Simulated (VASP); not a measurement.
## Al: single point with PBEsol

Al:

```
Al
1.0
     2.88960    0.00000    0.00000
    -1.44480    2.50247    0.00000
     0.00000    0.00000    4.26720
Al
2
Direct
  0.66667 0.33333 0.75000
  0.33333 0.66667 0.25000
```

```json
{
  "Program": "VASP 6.6.1",
  "Task": "single point",
  "Functional": "PBEsol",
  "Potentials or basis": "VASP PAW PBE potentials, release 64 (Al)",
  "Cutoff": "520 eV",
  "k mesh": "18 × 18 × 10",
  "Occupations": "gaussian, width 0.15 eV",
  "Spin": "no spin polarisation",
  "Dipole correction": "no",
  "Further INCAR settings": "ALGO = Normal; EDIFF = 1e-06; NBANDS = 10"
}
```

```json
{
 "Pressure": "6.2 GPa",
 "Band gap on the k mesh": "zero (band 3 reaches 14.47 eV, above the bottom of band 4 at 5.20 eV)"
}
```

Stress tensor (GPa, compression positive):
```
 2.99  0.00  0.00
 0.00  2.99  0.00
 0.00  0.00 12.69
```

Levels at points of the mesh, in eV from the Fermi level:
```csv
k point,band 1,band 2,band 3,band 4,band 5,band 6
"(0.00, 0.00, 0.00)",-11.61,-4.20,-3.18,9.44,9.44,10.03
"(0.50, 0.00, 0.00)",-5.98,-5.69,0.77,1.68,2.28,2.57
"(0.00, 0.00, 0.50)",-9.59,-9.59,5.63,5.63,10.92,10.92
"(0.50, 0.00, 0.50)",-4.28,-4.28,-3.47,-3.47,6.39,6.39
```

Wall time 22 s on 1 thread of AMD EPYC 9R45 96-Core Processor (Zen 5) (shared host), peak memory 0.15 GiB.

Caveat: the PAW data sets were made with another functional, which shifts forces and pressure a little.
